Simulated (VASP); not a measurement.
# AlNi3 (R-3m) in VASP: notebook, part 3 of 3

VASP 6.6.1. Earlier steps stand in the parts before.

## Step 6: Single point, PBEsol (10.43 Å³/atom)

This run uses another cell than the first one, of 10.43 Å³/atom.

Contents of INCAR:

```
PREC = Accurate ; ENCUT = 520
EDIFF = 1E-6 ; ISMEAR = 0
SIGMA = 0.15 ; LREAL = F
LASPH = T ; NELM = 60
ALGO = Fast ; ISIF = 2
LWAVE = F ; LCHARG = T
GGA = PS ; LELF = T
LVHAR = T ; NBANDS = 24
```

Contents of KPOINTS:

```
regular mesh
0
Gamma
  14 14 14
```

Contents of POSCAR:

```
AlNi3
1.0
   -0.3244747668      2.6004780587      2.6004780587
    2.6004780587     -0.3244747668      2.6004780587
    2.6004780587      2.6004780587     -0.3244747668
Al Ni
1 3
Direct
    0.5000000000      0.5000000000      0.5000000000
    0.2500000000      0.2500000000      0.2500000000
    0.0000000000      0.0000000000      0.0000000000
    0.7500000000      0.7500000000      0.7500000000
```

Potentials or basis: VASP PAW PBE potentials, release 64 (Al, Ni).

On the command line:

```bash
$ cat potpaw_PBE.64/Al/POTCAR potpaw_PBE.64/Ni/POTCAR > POTCAR
$ mpirun -np 1 vasp_std > vasp.out
```

OUTCAR:

```text
PREC = Accurate
   ENCUT = 520
   EDIFF = 1E-6
   ISMEAR = 0
   LREAL = F
   LASPH = T
   NELM = 60
   ISIF = 2
   GGA = PS

 ion  position               nearest neighbor table
   1  0.500  0.500  0.500-   2 2.11   4 2.11   2 2.49   2 2.49   2 2.49   4 2.49   4 2.49   4 2.49
                             3 2.77   3 2.77   3 2.77   3 2.77   3 2.77   3 2.77
   2  0.250  0.250  0.250-   1 2.11   3 2.11   3 2.49   3 2.49   3 2.49   1 2.49   1 2.49   1 2.49
                             4 2.77   4 2.77   4 2.77   4 2.77   4 2.77   4 2.77
   3  0.000  0.000  0.000-   2 2.11   4 2.11   4 2.49   4 2.49   4 2.49   2 2.49   2 2.49   2 2.49
                             1 2.77   1 2.77   1 2.77   1 2.77   1 2.77   1 2.77
   4  0.750  0.750  0.750-   1 2.11   3 2.11   1 2.49   1 2.49   1 2.49   3 2.49   3 2.49   3 2.49
                             2 2.77   2 2.77   2 2.77   2 2.77   2 2.77   2 2.77

  LATTYP: Found a trigonal (rhomboedric) cell.
 ALAT       =     3.6919176781
 COS(alpha) =     0.3723266135

  Lattice vectors:

 A1 = (  -0.3244747668,   2.6004780587,   2.6004780587)
 A2 = (   2.6004780587,  -0.3244747668,   2.6004780587)
 A3 = (   2.6004780587,   2.6004780587,  -0.3244747668)

Analysis of symmetry for initial positions (statically):
=====================================================================
 Subroutine PRICEL returns:
 Original cell was already a primitive cell.

 Routine SETGRP: Setting up the symmetry group for a
 trigonal (rhombohedral) supercell.

 Subroutine GETGRP returns: Found 12 space group operations
 (whereof 12 operations were pure point group operations)
 out of a pool of 12 trial point group operations.

The static configuration has the point symmetry D_3d.

Analysis of symmetry for dynamics (positions and initial velocities):
=====================================================================
 Subroutine PRICEL returns:
 Original cell was already a primitive cell.

 Routine SETGRP: Setting up the symmetry group for a
 trigonal (rhombohedral) supercell.

 Subroutine GETGRP returns: Found 12 space group operations
 (whereof 12 operations were pure point group operations)
 out of a pool of 12 trial point group operations.

The dynamic configuration has the point symmetry D_3d.

 Subroutine INISYM returns: Found 12 space group operations
 (whereof 12 operations are pure point group operations),
 and found     1 'primitive' translations

----------------------------------------------------------------------------------------

                                     Primitive cell

  volume of cell :      41.7200

  direct lattice vectors                    reciprocal lattice vectors
    -0.324474767  2.600478059  2.600478059    -0.159568606  0.182317249  0.182317249
     2.600478059 -0.324474767  2.600478059     0.182317249 -0.159568606  0.182317249
     2.600478059  2.600478059 -0.324474767     0.182317249  0.182317249 -0.159568606

  length of vectors
     3.691917678  3.691917678  3.691917678     0.303218237  0.303218237  0.303218237

  position of ions in fractional coordinates (direct lattice)
     0.500000000  0.500000000  0.500000000
     0.250000000  0.250000000  0.250000000
     0.000000000  0.000000000  0.000000000
     0.750000000  0.750000000  0.750000000

  ion indices of the primitive-cell ions
[... 33 lines left out ...]
            Coordinates               Weight
  0.000000  0.000000  0.000000      1.000000
  0.071429  0.000000 -0.000000      6.000000
  0.142857 -0.000000 -0.000000      6.000000
  0.214286  0.000000  0.000000      6.000000
  0.285714  0.000000  0.000000      6.000000
  0.357143  0.000000 -0.000000      6.000000
[... 16 lines left out ...]
  0.214286  0.142857 -0.000000     12.000000
  0.285714  0.142857 -0.000000     12.000000
 [... further k-points ...]
   k-points           NKPTS =    288   k-points in BZ     NKDIM =    288   number of bands    NBANDS=     24
   number of dos      NEDOS =    301   number of ions     NIONS =      4
   total plane-waves  NPLWV =  21952
   dimension x,y,z NGX =    28 NGY =   28 NGZ =   28
   dimension x,y,z NGXF=    56 NGYF=   56 NGZF=   56
   ions per type =               1   3
   NGX,Y,Z   is equivalent  to a cutoff of  12.61, 12.61, 12.61 a.u.
   NGXF,Y,Z  is equivalent  to a cutoff of  25.22, 25.22, 25.22 a.u.
 SYSTEM =  unknown system
   PREC   = accura    normal or accurate (medium, high low for compatibility)
   ISTART =      0    job   : 0-new  1-cont  2-samecut
   ICHARG =      2    charge: 1-file 2-atom 10-const
   ISPIN  =      1    spin polarized calculation?
   LNONCOLLINEAR =      F non collinear calculations
   LSORBIT =      F    spin-orbit coupling
   LASPH  =      T    aspherical Exc in radial PAW
   ENCUT  =  520.0 eV  38.22 Ry    6.18 a.u.   6.86  6.86  6.86*2*pi/ulx,y,z
   NELM   =     60;   NELMIN=  2; NELMDL= -5     # of ELM steps
   EDIFF  = 0.1E-05   stopping-criterion for ELM
   LREAL  =      F    real-space projection
   EDIFFG = 0.1E-04   stopping-criterion for IOM
   NSW    =      0    number of steps for IOM
   IBRION =     -1    ionic relax: 0-MD 1-quasi-New 2-CG
   NFREE  =      0    steps in history (QN), initial steepest desc. (CG)
   ISIF   =      2    stress and relaxation
   ISYM   =      2    0-nonsym 1-usesym 2-fastsym
   POTIM  = 0.5000    time-step for ionic-motion
   TEBEG  =    0.0;   TEEND  =   0.0 temperature during run
   PSTRESS=    0.0 pullay stress
   NELECT =      33.0000    total number of electrons
   NUPDOWN=      -1.0000    fix difference up-down
   EMIN   =  10.00;   EMAX   =-10.00  energy-range for DOS
   EFERMI =   0.00;   METHOD = LEGACY
   ISMEAR =     0;   SIGMA  =   0.15  broadening in eV -4-tet -1-fermi 0-gaus
   EFERMI_NEDOS =   21; number of points for ismear=-14 and -15
   IALGO  =     68    algorithm
   IMIX   =      4    mixing-type and parameters
     AMIX     =   0.40;   BMIX     =  1.00
     AMIX_MAG =   1.60;   BMIX_MAG =  1.00
  volume/ion in A,a.u.               =      10.43        70.39
  Fermi-wavevector in a.u.,A,eV,Ry     =   1.514019  2.861081 31.188010  2.292254
  Thomas-Fermi vector in A             =   2.623733
   LORBIT       =      0    0 simple, 1 ext, 2 COOP (PROOUT), +10 PAW based schemes
   GGA     = PS    functional components
   LHFCALC =     F    Hartree Fock is set to
   AEXX    =    0.0000 exact exchange contribution
   IVDW    =     0    specifies the selected vdW correction
   LEPSILON=     F    determine dielectric tensor
   LRPA    =     F    only Hartree local field effects (RPA)
 non-spin polarized calculation
 RMM-DIIS sequential band-by-band and
 Gauss-broadening in eV      SIGMA  =   0.15
  energy-cutoff  :      520.00
  volume of cell :       41.72
 maximum number of plane-waves:      1145
   NGX = 13   NGY = 13   NGZ = 13

 number of electron      32.9999985 magnetization

 Free energy of the ion-electron system (eV)
  ---------------------------------------------------
  ext. energy  EPLUGINS =         0.00000000
  ---------------------------------------------------
  free energy    TOTEN  =       -22.74497895 eV

  energy without entropy =      -22.71479267  energy(sigma->0) =      -22.72988581

 E-fermi :  10.6201     XC(G=0): -13.2310

 val. band max:       10.6183608112   @ k =  -0.3571   0.2857   0.0000
 cond. band min:      10.6242771187   @ k =  -0.3571   0.5000   0.2143
 fundamental gap:      0.0059163076
 Fermi energy:        10.6200639077

 k-point     1 :       0.0000    0.0000    0.0000
  band No.  band energies     occupation
      1       0.0041      2.00000
      2       6.5792      2.00000
      3       6.5792      2.00000
      4       6.6814      2.00000
      5       6.6814      2.00000
      6       7.0792      2.00000
[... 637 lines left out ...]
     23      18.8478      0.00000
     24      20.2630      0.00000

 [... further k-points ...]

------------------------ aborting loop because EDIFF is reached ----------------------------------------

  FORCE on cell =-STRESS in cart. coord.  units (eV):
  Direction    XX          YY          ZZ          XY          YZ          ZX
  --------------------------------------------------------------------------------------
  -------------------------------------------------------------------------------------
  Total        5.5769712      5.5769712      5.5769712      7.6440919      7.6440919      7.6440919
  in kB      214.1729805    214.1729805    214.1729805    293.5568266    293.5568266    293.5568266
  external PRESSURE =     214.1729805 kB  Pullay stress =       0.0000000 kB

 VOLUME and BASIS-vectors are now :
 -----------------------------------------------------------------------------
  energy-cutoff  :      520.00
  volume of cell :       41.72
      direct lattice vectors                 reciprocal lattice vectors
    -0.324474767  2.600478059  2.600478059    -0.159568606  0.182317249  0.182317249
     2.600478059 -0.324474767  2.600478059     0.182317249 -0.159568606  0.182317249
     2.600478059  2.600478059 -0.324474767     0.182317249  0.182317249 -0.159568606

 POSITION                                       TOTAL-FORCE (eV/Angst)
 -----------------------------------------------------------------------------------
      2.43824      2.43824      2.43824         0.000000      0.000000     -0.000000
      1.21912      1.21912      1.21912         0.220294      0.220294      0.220294
      0.00000      0.00000      0.00000         0.000000      0.000000     -0.000000
      3.65736      3.65736      3.65736        -0.220294     -0.220294     -0.220294
 -----------------------------------------------------------------------------------
    total drift:                                0.000000     -0.000000      0.000000

  FREE ENERGIE OF THE ION-ELECTRON SYSTEM (eV)
  ---------------------------------------------------
  free  energy   TOTEN  =       -22.7449789540 eV

  energy  without entropy=      -22.7147926664  energy(sigma->0) =      -22.72988581
```

OSZICAR:

```text
N       E                     dE             d eps       ncg     rms          rms(c)
DAV:   1     0.188826601357E+03    0.18883E+03   -0.14221E+04 14024   0.178E+03
DAV:   2    -0.171257195258E+02   -0.20595E+03   -0.19375E+03 13848   0.324E+02
DAV:   3    -0.263477629266E+02   -0.92220E+01   -0.88210E+01 16416   0.941E+01
DAV:   4    -0.264889363648E+02   -0.14117E+00   -0.14108E+00 16976   0.101E+01
DAV:   5    -0.264933870974E+02   -0.44507E-02   -0.44506E-02 17568   0.166E+00    0.203E+01
RMM:   6    -0.262229797422E+02    0.27041E+00   -0.36360E+01 15130   0.709E+01    0.174E+01
RMM:   7    -0.231561407612E+02    0.30668E+01   -0.96487E+00 14097   0.388E+01    0.919E+00
RMM:   8    -0.230713989849E+02    0.84742E-01   -0.10214E+00 14864   0.116E+01    0.658E+00
RMM:   9    -0.227583139523E+02    0.31309E+00   -0.22925E-01 15222   0.564E+00    0.747E-01
RMM:  10    -0.227462677903E+02    0.12046E-01   -0.29573E-02 15107   0.164E+00    0.468E-01
RMM:  11    -0.227448025002E+02    0.14653E-02   -0.10144E-02 16678   0.995E-01    0.201E-01
RMM:  12    -0.227449934575E+02   -0.19096E-03   -0.25363E-03 16436   0.525E-01    0.117E-01
RMM:  13    -0.227449444003E+02    0.49057E-04   -0.85232E-04 17592   0.253E-01    0.313E-02
RMM:  14    -0.227449753564E+02   -0.30956E-04   -0.33159E-04 19192   0.127E-01    0.163E-02
RMM:  15    -0.227449790996E+02   -0.37432E-05   -0.44263E-05 18294   0.454E-02    0.124E-02
RMM:  16    -0.227449789540E+02    0.14561E-06   -0.93886E-06 14561   0.229E-02
   1 F= -.22744979E+02 E0= -.22729886E+02  d E =-.301863E-01
```

stdout:

```text
POSCAR found type information on POSCAR AlNi
 POSCAR found :  2 types and       4 ions
 scaLAPACK will be used
 -----------------------------------------------------------------------------
|                                                                             |
|                                                                             |
|     You enforced a specific xc type in the INCAR file but a different       |
|     I HOPE YOU KNOW WHAT YOU ARE DOING!                                     |
|                                                                             |
 -----------------------------------------------------------------------------

 LDA part: xc-table for (Slater+PW92), standard interpolation
 POSCAR, INCAR and KPOINTS ok, starting setup
 FFT: planning ... GRIDC
 FFT: planning ... GRID_SOFT
 FFT: planning ... GRID
 WAVECAR not read
 entering main loop
```

It took 4 min on 1 thread of AMD EPYC 9R45 (Zen 5), shared host; peak memory 0.32 GiB.

Results:

- Free energy: -22.7450 eV
- Pressure: 21.4 GPa
- Largest force: 0.382 eV/Å
- Band gap on the k mesh: zero (an odd number of electrons rules out a gap without spin polarisation)

Forces in eV/Å, atoms in the order of the input:
```
Al   0.000  0.000  0.000
Ni   0.220  0.220  0.220
Ni   0.000  0.000  0.000
Ni  -0.220 -0.220 -0.220
```

Caveat: the cell stands under pressure; the PAW data sets were made with another functional, which shifts forces and pressure a little.

## Step 7: Overview

```csv
cell,further INCAR settings,gap on the mesh (eV),pressure (GPa),largest force (eV/Å)
"a = 4.093 Å, angles 55.3°, 4 atoms",ALGO = Fast; EDIFF = 1e-07; NBANDS = 24,none,6.0,0.10
"a = 3.806 Å, angles 64.9°, 4 atoms",ALGO = Fast; EDIFF = 1e-06; NBANDS = 24,none,6.7,0.18
"a = 3.733 Å, angles 68.1°, 4 atoms",ALGO = Fast; EDIFF = 1e-06; NBANDS = 24,none,13.1,0.34
"a = 3.764 Å, angles 64.9°, 4 atoms",ALGO = Fast; EDIFF = 1e-06; NBANDS = 24,none,14.6,0.20
"a = 3.692 Å, angles 68.1°, 4 atoms",ALGO = Fast; EDIFF = 1e-06; NBANDS = 24,none,21.4,0.38
```

Alike in all rows: task single point; level PBEsol; potentials or basis VASP PAW PBE potentials, release 64 (Al, Ni); no spin polarisation; k mesh 14 × 14 × 14; cutoff (eV) 520; smearing gaussian 0.15 eV.

Caveats: the cell stands under pressure; the PAW data sets were made with another functional, which shifts forces and pressure a little.

Total energies depend on the potentials used, so only differences within one code and one set of settings carry meaning.
